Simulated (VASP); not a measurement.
# ZnS (F-43m) in VASP: a series of runs, part 2 of 2

VASP 6.6.1. The steps go on from the part before.

**3. Single point, PBEsol**

INCAR

```
ALGO = Normal ; EDIFF = 1E-6
ENCUT = 500 ; GGA = PS
GGA_COMPAT = F ; ISIF = 2
ISMEAR = 0 ; ISYM = 0
LASPH = T ; LCHARG = T
LELF = T ; LREAL = F
LVHAR = T ; LWAVE = F
NBANDS = 16 ; NELM = 120
PREC = Accurate ; SIGMA = 0.01
```

KPOINTS

```
Automatic mesh
0
Gamma
  6 6 6
  0.5 0.5 0.5
```

POSCAR

```
ZnS
1.0
    0.0000000000      2.6940858334      2.6940858334
    2.6940858334      0.0000000000      2.6940858334
    2.6940858334      2.6940858334      0.0000000000
Zn S
1 1
Direct
    0.0000000000      0.0000000000      0.0000000000
    0.2500000000      0.2500000000      0.2500000000
```

Potentials or basis: VASP PAW PBE potentials, release 64 (Zn, S).

Command:

```console
cat potpaw_PBE.64/Zn/POTCAR potpaw_PBE.64/S/POTCAR > POTCAR
mpirun -np 1 vasp_std > vasp.out
```

Run time: 5.8 min. Hardware: 1 thread of Intel Xeon Platinum 8375C at 2.90GHz (Ice Lake), shared host; peak memory 0.35 GiB.

The run converged. Its results:

- Free energy: -7.5868 eV
- Pressure: -1.2 GPa
- Band gap on the k mesh: 2.57 eV

Levels at points of the mesh, in eV from the valence-band top:
```csv
k point,band 7,band 8,band 9,band 10,band 11,band 12
"(0.08, 0.08, 0.08)",-0.54,0.00,0.00,2.57,6.29,6.50
```

Caveat: the PAW data sets were made with another functional, which shifts forces and pressure a little; a shifted mesh leaves out Γ, where band edges can lie.

**4. Single point, PBEsol**

INCAR

```
PREC = Accurate
ENCUT = 520
EDIFF = 1E-7
ISMEAR = 0
SIGMA = 0.01
LREAL = F
LASPH = T
NELM = 100
ALGO = Normal
ISIF = 2
LWAVE = F
LCHARG = T
GGA = PS
LELF = T
LVHAR = T
NBANDS = 16
```

KPOINTS

```
Automatic mesh
0
Gamma
  6 6 6
```

POSCAR is that of step 3.

Potentials or basis: VASP PAW PBE potentials, release 64 (Zn, S).

Command:

```console
cat potpaw_PBE.64/Zn/POTCAR potpaw_PBE.64/S/POTCAR > POTCAR
mpirun -np 1 vasp_std > vasp.out
```

OUTCAR:

```text
PREC = Accurate
   ENCUT = 520
   EDIFF = 1E-7
   ISMEAR = 0
   LREAL = F
   LASPH = T
   NELM = 100
   ISIF = 2
   GGA = PS

 ion  position               nearest neighbor table
   1  0.000  0.000  0.000-   2 2.33   2 2.33   2 2.33   2 2.33
   2  0.250  0.250  0.250-   1 2.33   1 2.33   1 2.33   1 2.33

  LATTYP: Found a face centered cubic cell.
 ALAT       =     5.3881716668

  Lattice vectors:

 A1 = (   0.0000000000,   2.6940858334,   2.6940858334)
 A2 = (   2.6940858334,   0.0000000000,   2.6940858334)
 A3 = (   2.6940858334,   2.6940858334,   0.0000000000)

Analysis of symmetry for initial positions (statically):
=====================================================================
 Subroutine PRICEL returns:
 Original cell was already a primitive cell.

 Routine SETGRP: Setting up the symmetry group for a
 face centered cubic supercell.

 Subroutine GETGRP returns: Found 24 space group operations
 (whereof 24 operations were pure point group operations)
 out of a pool of 48 trial point group operations.

The static configuration has the point symmetry T_d .

Analysis of symmetry for dynamics (positions and initial velocities):
[... 149 lines left out ...]

 E-fermi :   2.1558     XC(G=0):  -9.8901

 val. band max:        2.0983851806   @ k =   0.0000   0.0000   0.0000
 cond. band min:       4.1131157047   @ k =   0.0000   0.0000   0.0000
 fundamental gap:      2.0147305241
 Fermi energy:         2.1558195940

 k-point     1 :       0.0000    0.0000    0.0000
  band No.  band energies     occupation
      1     -11.1186      2.00000
      2      -4.3110      2.00000
      3      -4.3110      2.00000
      4      -4.3110      2.00000
      5      -3.8016      2.00000
      6      -3.8016      2.00000
[... 281 lines left out ...]
      3      -4.0108      2.00000
      4      -3.9230      2.00000
      5      -3.7787      2.00000
      6      -3.4369      2.00000
[... 8 lines left out ...]
     15      16.0322      0.00000
     16      16.8771      0.00000

------------------------ aborting loop because EDIFF is reached ----------------------------------------

  FORCE on cell =-STRESS in cart. coord.  units (eV):
  Direction    XX          YY          ZZ          XY          YZ          ZX
  --------------------------------------------------------------------------------------
  -------------------------------------------------------------------------------------
  Total       -0.2739102     -0.2739102     -0.2739102     -0.0000000     -0.0000000      0.0000000
  in kB      -11.2215935    -11.2215935    -11.2215935     -0.0000000     -0.0000000      0.0000000
  external PRESSURE =     -11.2215935 kB  Pullay stress =       0.0000000 kB

 VOLUME and BASIS-vectors are now :
 -----------------------------------------------------------------------------
  energy-cutoff  :      520.00
  volume of cell :       39.11
      direct lattice vectors                 reciprocal lattice vectors
     0.000000000  2.694085833  2.694085833    -0.185591711  0.185591711  0.185591711
     2.694085833  0.000000000  2.694085833     0.185591711 -0.185591711  0.185591711
     2.694085833  2.694085833  0.000000000     0.185591711  0.185591711 -0.185591711

 POSITION                                       TOTAL-FORCE (eV/Angst)
 -----------------------------------------------------------------------------------
      0.00000      0.00000      0.00000         0.000000      0.000000      0.000000
      1.34704      1.34704      1.34704        -0.000000     -0.000000     -0.000000
 -----------------------------------------------------------------------------------
    total drift:                                0.000002      0.000002      0.000001

  FREE ENERGIE OF THE ION-ELECTRON SYSTEM (eV)
  ---------------------------------------------------
  free  energy   TOTEN  =        -7.5833977180 eV

  energy  without entropy=       -7.5833977180  energy(sigma->0) =       -7.58339772
```

OSZICAR:

```text
N       E                     dE             d eps       ncg     rms          rms(c)
DAV:   1     0.878389697732E+02    0.87839E+02   -0.87734E+03   512   0.135E+03
DAV:   2    -0.225809009162E+01   -0.90097E+02   -0.84332E+02   584   0.256E+02
DAV:   3    -0.793021728724E+01   -0.56721E+01   -0.56523E+01   656   0.627E+01
DAV:   4    -0.798969887380E+01   -0.59482E-01   -0.59465E-01   632   0.694E+00
DAV:   5    -0.799038425257E+01   -0.68538E-03   -0.68536E-03   624   0.687E-01    0.676E+00
DAV:   6    -0.760697765592E+01    0.38341E+00   -0.78958E-01   736   0.324E+01    0.532E+00
DAV:   7    -0.758686970297E+01    0.20108E-01   -0.23320E-01   616   0.477E+00    0.256E+00
DAV:   8    -0.758350392239E+01    0.33658E-02   -0.50249E-03   736   0.923E-01    0.599E-01
DAV:   9    -0.758331859868E+01    0.18532E-03   -0.95951E-04   608   0.268E-01    0.952E-02
DAV:  10    -0.758340802592E+01   -0.89427E-04   -0.16810E-04   608   0.940E-02    0.237E-02
DAV:  11    -0.758339738745E+01    0.10638E-04   -0.29157E-05   624   0.424E-02    0.593E-03
DAV:  12    -0.758339773717E+01   -0.34971E-06   -0.31693E-06   632   0.154E-02    0.417E-03
DAV:  13    -0.758339771797E+01    0.19191E-07   -0.18412E-07   616   0.320E-03
   1 F= -.75833977E+01 E0= -.75833977E+01  d E =-.369723E-18
```

Run time: 13 s. Hardware: 1 thread of AMD EPYC 7R43 (Zen 3), shared host; peak memory 0.12 GiB.

Results:

- Free energy: -7.5834 eV
- Pressure: -1.1 GPa
- Band gap on the k mesh: 2.01 eV

Levels at points of the mesh, in eV from the valence-band top:
| k point | band 5 | band 6 | band 7 | band 8 | band 9 | band 10 | band 11 | band 12 | band 13 | band 14 |
| --- | --- | --- | --- | --- | --- | --- | --- | --- | --- | --- |
| (0.00, 0.00, 0.00) | -5.90 | -5.90 | 0.00 | 0.00 | 0.00 | 2.01 | 6.30 | 6.30 | 6.30 | 11.69 |
| (0.50, 0.00, 0.00) | -5.87 | -5.70 | -5.42 | -0.89 | -0.89 | 3.21 | 6.83 | 6.83 | 8.73 | 12.00 |
| (0.50, 0.50, 0.00) | -5.82 | -5.68 | -4.64 | -2.28 | -2.28 | 3.22 | 3.96 | 10.89 | 11.94 | 11.94 |

Caveat: the PAW data sets were made with another functional, which shifts forces and pressure a little.

**5. Single point, HSE06**

POSCAR is that of step 4.

INCAR.step1

```
ALGO     = Normal         # electronic algorithm
EDIFF    = 1E-5           # SCF threshold, eV
ENCUT    = 520            # plane-wave cutoff, eV
GGA      = PE             # functional
ISIF     = 2              # what is computed and relaxed
ISMEAR   = 0              # smearing method
LASPH    = T              # aspherical terms in the spheres
LCHARG   = F              # write CHGCAR
LREAL    = F              # projectors in reciprocal space
LWAVE    = T              # write WAVECAR
NBANDS   = 16             # bands
NELM     = 80             # most SCF steps
PREC     = Accurate       # precision mode
SIGMA    = 0.01           # smearing width, eV
```

INCAR.step2

```
ALGO     = Normal         # electronic algorithm
EDIFF    = 1E-6           # SCF threshold, eV
ENCUT    = 520            # plane-wave cutoff, eV
GGA      = PE             # functional
HFSCREEN = 0.2079         # screening, 1/A
ISIF     = 2              # what is computed and relaxed
ISMEAR   = 0              # smearing method
ISTART   = 1            
LASPH    = T              # aspherical terms in the spheres
LCHARG   = F              # write CHGCAR
LHFCALC  = T              # exact exchange
LREAL    = F              # projectors in reciprocal space
LWAVE    = F              # write WAVECAR
NBANDS   = 16             # bands
NELM     = 80             # most SCF steps
PREC     = Accurate       # precision mode
PRECFOCK = Normal       
SIGMA    = 0.01           # smearing width, eV
```

KPOINTS

```
k-points
0
Gamma
  4 4 4
```

Command:

```console
cat potpaw_PBE.64/Zn/POTCAR potpaw_PBE.64/S/POTCAR > POTCAR
cp INCAR.step1 INCAR
mpirun -np 1 vasp_std > vasp.out
cp INCAR.step2 INCAR
mpirun -np 1 vasp_std > vasp.out
```

It took 11 min on 1 thread of AMD EPYC 7R43 (Zen 3), shared host; peak memory 0.22 GiB.

Results (log left out):

| Property | Result |
| --- | --- |
| Free energy | -8.3331 eV |
| Pressure | 1.9 GPa |
| Band gap on the k mesh | 3.38 eV |

Levels at points of the mesh, in eV from the valence-band top:
```csv
k point,band 7,band 8,band 9,band 10,band 11,band 12
"(0.00, 0.00, 0.00)",0.00,0.00,0.00,3.38,7.68,7.68
"(0.50, 0.00, 0.00)",-5.66,-0.93,-0.93,4.57,8.17,8.17
"(0.50, 0.50, 0.00)",-5.03,-2.38,-2.38,4.36,5.26,12.63
```

Caveat: the k points lie up to 0.50 Å⁻¹ apart; the PAW data sets were made with another functional, which shifts forces and pressure a little.

**6. The runs side by side**

| level | k mesh | cutoff (eV) | grid for exact exchange (PRECFOCK) | share of exact exchange | screening parameter | gap on the mesh (eV) | pressure (GPa) |
| --- | --- | --- | --- | --- | --- | --- | --- |
| r2SCAN | 6 × 6 × 6 | 550 | - | - | - | 2.72 | 0.0 |
| PBEsol | 6 × 6 × 6, shifted | 500 | - | - | - | 2.57 | -1.2 |
| PBEsol | 6 × 6 × 6 | 520 | - | - | - | 2.01 | -1.1 |
| HSE06 | 4 × 4 × 4 | 520 | Normal | 0.25 | 0.2079 1/Å | 3.38 | 1.9 |

Alike in all rows: task single point; potentials or basis VASP PAW PBE potentials, release 64 (Zn, S); no spin polarisation; cell as given; smearing gaussian 0.01 eV.

Caveats: some runs use coarse meshes; the PAW data sets were made with another functional, which shifts forces and pressure a little; a shifted mesh leaves out Γ, where band edges can lie (at least some runs).

Absolute energies hang on the potentials; compare differences alone.
